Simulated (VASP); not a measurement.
# Se (I4_1/amd) in VASP: notebook

Se is run at these levels: PBE; tasks: single point.

Program: VASP 6.6.1. These are calculated values, not measurements. Logs are shortened: lines on timing, memory, paths and dates and some standing lists are left out, and cuts for length are marked.

**1. The cell of the first run**

It takes space group I4_1/amd (No. 141, tetragonal). The conventional cell has a = 4.260 Å, b = 4.260 Å, c = 2.251 Å, α = 90.00°, β = 90.00°, γ = 90.00°. Se (site symmetry -4m2) has 10 Se at 2.20 to 2.72 Å within 2.9 Å.

**2. Single point, PBE (volume scaled by 0.45)**

INCAR

```
PREC = Accurate
ENCUT = 520
EDIFF = 1E-6
ISMEAR = -1
SIGMA = 0.1
LREAL = False
LASPH = True
NELM = 60
ALGO = Normal
ISIF = 2
LWAVE = False
LCHARG = False
GGA = PE
NBANDS = 13
```

KPOINTS

```
regular mesh
0
Gamma
  16 16 16
```

POSCAR

```
Se
1.0
   -2.1302236140      2.1302236140      1.1253630819
    2.1302236140     -2.1302236140      1.1253630819
    2.1302236140      2.1302236140     -1.1253630819
Se
2
Direct
   -0.3750000000     -0.1250000000     -0.2500000000
    0.3750000000      0.1250000000      0.2500000000
```

Potentials or basis: VASP PAW PBE potentials, release 64 (Se).

Run with:

```sh
$ cat potpaw_PBE.64/Se/POTCAR > POTCAR
$ mpirun -np 1 vasp_std > vasp.out
```

OUTCAR:

```text
PREC = Accurate
   ENCUT = 520
   EDIFF = 1E-6
   ISMEAR = -1
   LREAL = False
   LASPH = True
   NELM = 60
   ISIF = 2
   GGA = PE

 ion  position               nearest neighbor table
   1  0.625  0.875  0.750-   2 2.20   2 2.20   2 2.20   2 2.20   2 2.72   2 2.72   2 2.72   2 2.72

   2  0.375  0.125  0.250-   1 2.20   1 2.20   1 2.20   1 2.20   1 2.72   1 2.72   1 2.72   1 2.72

  LATTYP: Found a body centered tetragonal cell.
 ALAT       =     4.2604472280
 C/A-ratio  =     0.5282840142

  Lattice vectors:

 A1 = (  -2.1302236140,   2.1302236140,   1.1253630819)
 A2 = (   2.1302236140,  -2.1302236140,   1.1253630819)
 A3 = (   2.1302236140,   2.1302236140,  -1.1253630819)

Analysis of symmetry for initial positions (statically):
=====================================================================
 Subroutine PRICEL returns:
 Original cell was already a primitive cell.

 Routine SETGRP: Setting up the symmetry group for a
 body centered tetragonal supercell.

 Subroutine GETGRP returns: Found 16 space group operations
 (whereof  4 operations were pure point group operations)
 out of a pool of 16 trial point group operations.

The static configuration has the point symmetry C_2h.
 The point group associated with its full space group is D_4h.

Analysis of symmetry for dynamics (positions and initial velocities):
=====================================================================
 Subroutine PRICEL returns:
 Original cell was already a primitive cell.

 Routine SETGRP: Setting up the symmetry group for a
 body centered tetragonal supercell.

 Subroutine GETGRP returns: Found 16 space group operations
 (whereof  4 operations were pure point group operations)
 out of a pool of 16 trial point group operations.

The dynamic configuration has the point symmetry C_2h.
 The point group associated with its full space group is D_4h.

 Subroutine INISYM returns: Found 16 space group operations
 (whereof  4 operations are pure point group operations),
 and found     1 'primitive' translations

----------------------------------------------------------------------------------------

                                     Primitive cell

  volume of cell :      20.4269

  direct lattice vectors                    reciprocal lattice vectors
    -2.130223614  2.130223614  1.125363082     0.000000000  0.234717143  0.444301051
     2.130223614 -2.130223614  1.125363082     0.234717143  0.000000000  0.444301051
     2.130223614  2.130223614 -1.125363082     0.234717143  0.234717143  0.000000000

  length of vectors
     3.215920919  3.215920919  3.215920919     0.502489364  0.502489364  0.331940167

  position of ions in fractional coordinates (direct lattice)
     0.625000000  0.875000000  0.750000000
     0.375000000  0.125000000  0.250000000

  ion indices of the primitive-cell ions
   primitive index   ion index
                 1           1
                 2           2

----------------------------------------------------------------------------------------

 KPOINTS: regular mesh

Automatic generation of k-mesh.
 Grid dimensions read from file:
 generate k-points for:   16   16   16

 Generating k-lattice:

  Cartesian coordinates                     Fractional coordinates (reciprocal lattice)
     0.000000000  0.014669821  0.027768816     0.062500000  0.000000000  0.000000000
     0.014669821  0.000000000  0.027768816     0.000000000  0.062500000  0.000000000
     0.014669821  0.014669821  0.000000000     0.000000000  0.000000000  0.062500000

  Length of vectors
     0.031405585  0.031405585  0.020746260

  Shift w.r.t. Gamma in fractional coordinates (k-lattice)
     0.000000000  0.000000000  0.000000000

 Subroutine IBZKPT returns following result:
 ===========================================

 Found    349 irreducible k-points:

 Following reciprocal coordinates:
            Coordinates               Weight
  0.000000  0.000000  0.000000      1.000000
  0.062500  0.000000  0.000000      8.000000
  0.125000  0.000000  0.000000      8.000000
  0.187500  0.000000  0.000000      8.000000
  0.250000  0.000000  0.000000      8.000000
  0.312500  0.000000  0.000000      8.000000
[... 16 lines left out ...]
 -0.125000  0.062500  0.000000     16.000000
 -0.062500  0.062500  0.000000      4.000000
 [... further k-points ...]
   k-points           NKPTS =    349   k-points in BZ     NKDIM =    349   number of bands    NBANDS=     13
   number of dos      NEDOS =    301   number of ions     NIONS =      2
   total plane-waves  NPLWV =  13824
   dimension x,y,z NGX =    24 NGY =   24 NGZ =   24
   dimension x,y,z NGXF=    48 NGYF=   48 NGZF=   48
   ions per type =               2
   NGX,Y,Z   is equivalent  to a cutoff of  12.41, 12.41, 12.41 a.u.
   NGXF,Y,Z  is equivalent  to a cutoff of  24.81, 24.81, 24.81 a.u.
 SYSTEM =  unknown system
   PREC   = accura    normal or accurate (medium, high low for compatibility)
   ISTART =      0    job   : 0-new  1-cont  2-samecut
   ICHARG =      2    charge: 1-file 2-atom 10-const
   ISPIN  =      1    spin polarized calculation?
   LNONCOLLINEAR =      F non collinear calculations
   LSORBIT =      F    spin-orbit coupling
   LASPH  =      T    aspherical Exc in radial PAW
   ENCUT  =  520.0 eV  38.22 Ry    6.18 a.u.   5.98  5.98  5.98*2*pi/ulx,y,z
   NELM   =     60;   NELMIN=  2; NELMDL= -5     # of ELM steps
   EDIFF  = 0.1E-05   stopping-criterion for ELM
   LREAL  =      F    real-space projection
   EDIFFG = 0.1E-04   stopping-criterion for IOM
   NSW    =      0    number of steps for IOM
   IBRION =     -1    ionic relax: 0-MD 1-quasi-New 2-CG
   NFREE  =      0    steps in history (QN), initial steepest desc. (CG)
   ISIF   =      2    stress and relaxation
   ISYM   =      2    0-nonsym 1-usesym 2-fastsym
   POTIM  = 0.5000    time-step for ionic-motion
   TEBEG  =    0.0;   TEEND  =   0.0 temperature during run
   PSTRESS=    0.0 pullay stress
   NELECT =      12.0000    total number of electrons
   NUPDOWN=      -1.0000    fix difference up-down
   EMIN   =  10.00;   EMAX   =-10.00  energy-range for DOS
   EFERMI =   0.00;   METHOD = LEGACY
   ISMEAR =    -1;   SIGMA  =   0.10  broadening in eV -4-tet -1-fermi 0-gaus
   EFERMI_NEDOS =   21; number of points for ismear=-14 and -15
   IALGO  =     38    algorithm
   IMIX   =      4    mixing-type and parameters
     AMIX     =   0.40;   BMIX     =  1.00
     AMIX_MAG =   1.60;   BMIX_MAG =  1.00
  volume/ion in A,a.u.               =      10.21        68.92
  Fermi-wavevector in a.u.,A,eV,Ry     =   1.371095  2.590994 25.577615  1.879902
  Thomas-Fermi vector in A             =   2.496823
   LORBIT       =      0    0 simple, 1 ext, 2 COOP (PROOUT), +10 PAW based schemes
   GGA     = PE    functional components
   LHFCALC =     F    Hartree Fock is set to
   AEXX    =    0.0000 exact exchange contribution
   IVDW    =     0    specifies the selected vdW correction
   LEPSILON=     F    determine dielectric tensor
   LRPA    =     F    only Hartree local field effects (RPA)
 non-spin polarized calculation
  energy-cutoff  :      520.00
  volume of cell :       20.43
 maximum number of plane-waves:       562
   NGX = 11   NGY = 11   NGZ = 11

 number of electron      11.9999997 magnetization

 Free energy of the ion-electron system (eV)
  ---------------------------------------------------
  ext. energy  EPLUGINS =         0.00000000
  ---------------------------------------------------
  free energy    TOTEN  =         4.09219389 eV

  energy without entropy =        4.11884452  energy(sigma->0) =        4.10551920

 E-fermi :  17.4105     XC(G=0): -13.9199

 val. band max:       17.4093957801   @ k =  -0.3125   0.0625   0.0000
 cond. band min:      17.4138852609   @ k =  -0.4375   0.2500   0.0000
 fundamental gap:      0.0044894808
 Fermi energy:        17.4104865303

 k-point     1 :       0.0000    0.0000    0.0000
  band No.  band energies     occupation
      1      -8.7248      2.00000
      2       5.7735      2.00000
      3       6.6961      2.00000
      4       6.6961      2.00000
      5      14.7640      2.00000
      6      21.8203      0.00000
      7      21.8203      0.00000
      8      23.3566      0.00000
      9      24.3874      0.00000
     10      26.4598      0.00000
     11      27.5299      0.00000
     12      31.3569      0.00000
     13      32.3030      0.00000

 k-point     2 :       0.0625    0.0000    0.0000
  band No.  band energies     occupation
      1      -8.5771      2.00000
      2       5.2482      2.00000
      3       6.7000      2.00000
      4       7.4965      2.00000
      5      15.0339      2.00000
      6      20.9930      0.00000
      7      21.8479      0.00000
      8      22.6295      0.00000
      9      22.8429      0.00000
     10      26.2552      0.00000
     11      28.7108      0.00000
     12      29.3404      0.00000
     13      29.6576      0.00000

 k-point     3 :       0.1250    0.0000    0.0000
  band No.  band energies     occupation
      1      -8.1342      2.00000
      2       4.6890      2.00000
      3       6.7336      2.00000
      4       8.8695      2.00000
      5      15.8123      2.00000
      6      19.0736      0.00000
      7      19.8339      0.00000
      8      21.1010      0.00000
      9      21.7707      0.00000
     10      25.9404      0.00000
     11      26.9035      0.00000
     12      28.1055      0.00000
     13      31.0159      0.00000

 k-point     4 :       0.1875    0.0000    0.0000
  band No.  band energies     occupation
      1      -7.3963      2.00000
      2       4.3802      2.00000
      3       6.8456      2.00000
      4      10.4676      2.00000
      5      16.1259      1.99999
      6      17.0013      1.96712
      7      17.2682      1.61147
      8      19.5954      0.00000
      9      21.0457      0.00000
     10      24.5320      0.00000
     11      25.7201      0.00000
     12      28.6982      0.00000
     13      33.3285      0.00000

 k-point     5 :       0.2500    0.0000    0.0000
  band No.  band energies     occupation
      1      -6.3648      2.00000
      2       4.3367      2.00000
      3       7.0786      2.00000
      4      11.5391      2.00000
      5      13.6927      2.00000
      6      14.8718      2.00000
      7      18.0936      0.00216
      8      18.4601      0.00006
      9      19.9752      0.00000
     10      23.1877      0.00000
     11      25.9516      0.00000
     12      29.7195      0.00000
     13      35.8071      0.00000
[... 257 lines left out ...]
 k-point    22 :      -0.1875    0.0625    0.0000
  band No.  band energies     occupation
      1      -7.9432      2.00000
      2       3.5315      2.00000
      3       6.6436      2.00000
      4       9.9476      2.00000
      5      16.6811      1.99864
      6      17.9511      0.00894
      7      19.3768      0.00000
      8      20.7595      0.00000
      9      21.6627      0.00000
     10      26.3112      0.00000
     11      27.3205      0.00000
     12      29.1668      0.00000
     13      32.1173      0.00000

 k-point    23 :      -0.1250    0.0625    0.0000
  band No.  band energies     occupation
      1      -8.4497      2.00000
      2       4.0134      2.00000
      3       6.7158      2.00000
      4       8.5653      2.00000
      5      15.6685      2.00000
      6      19.5976      0.00000
      7      21.3621      0.00000
      8      22.4912      0.00000
      9      23.0879      0.00000
     10      26.9590      0.00000
     11      28.8696      0.00000
     12      29.7666      0.00000
     13      30.4748      0.00000

 k-point    24 :      -0.0625    0.0625    0.0000
  band No.  band energies     occupation
      1      -8.6611      2.00000
      2       4.6932      2.00000
      3       6.7650      2.00000
      4       7.6232      2.00000
      5      15.0923      2.00000
      6      20.8129      0.00000
      7      21.4494      0.00000
      8      23.9709      0.00000
      9      24.3098      0.00000
     10      26.8151      0.00000
     11      27.6724      0.00000
     12      30.8723      0.00000
     13      32.4998      0.00000

 [... further k-points ...]
[... 5 lines left out ...]
  --------------------------------------------------------------------------------------
  -------------------------------------------------------------------------------------
  Total       33.5318643     33.5318643     33.6431641      0.0000000      0.0000000      0.0000000
  in kB     2630.0574690   2630.0574690   2638.7872196      0.0000000      0.0000000      0.0000000
  external PRESSURE =    2632.9673859 kB  Pullay stress =       0.0000000 kB

 VOLUME and BASIS-vectors are now :
 -----------------------------------------------------------------------------
  energy-cutoff  :      520.00
  volume of cell :       20.43
      direct lattice vectors                 reciprocal lattice vectors
    -2.130223614  2.130223614  1.125363082     0.000000000  0.234717143  0.444301051
     2.130223614 -2.130223614  1.125363082     0.234717143  0.000000000  0.444301051
     2.130223614  2.130223614 -1.125363082     0.234717143  0.234717143  0.000000000

 POSITION                                       TOTAL-FORCE (eV/Angst)
 -----------------------------------------------------------------------------------
      2.13022      1.06511      0.84402         0.000000      0.000000      0.000000
      0.00000      1.06511      0.28134        -0.000000     -0.000000     -0.000000
 -----------------------------------------------------------------------------------
    total drift:                               -0.000000      0.000000      0.000000

  FREE ENERGIE OF THE ION-ELECTRON SYSTEM (eV)
  ---------------------------------------------------
  free  energy   TOTEN  =         4.0921938925 eV

  energy  without entropy=        4.1188445174  energy(sigma->0) =        4.10551920
```

It took 24 s on 1 thread of Intel Xeon Platinum 8559C (Emerald Rapids), shared host; peak memory 0.2 GiB.

What came out:

- Free energy: 4.0922 eV
- Pressure: 263.3 GPa
- Band gap on the k mesh: zero (band 6 reaches 25.14 eV, above the bottom of band 7 at 14.67 eV)

Stress tensor (GPa, compression positive):
```
263.01   0.00   0.00
  0.00 263.01   0.00
  0.00   0.00 263.88
```

(Continued in part 2 of 2.)
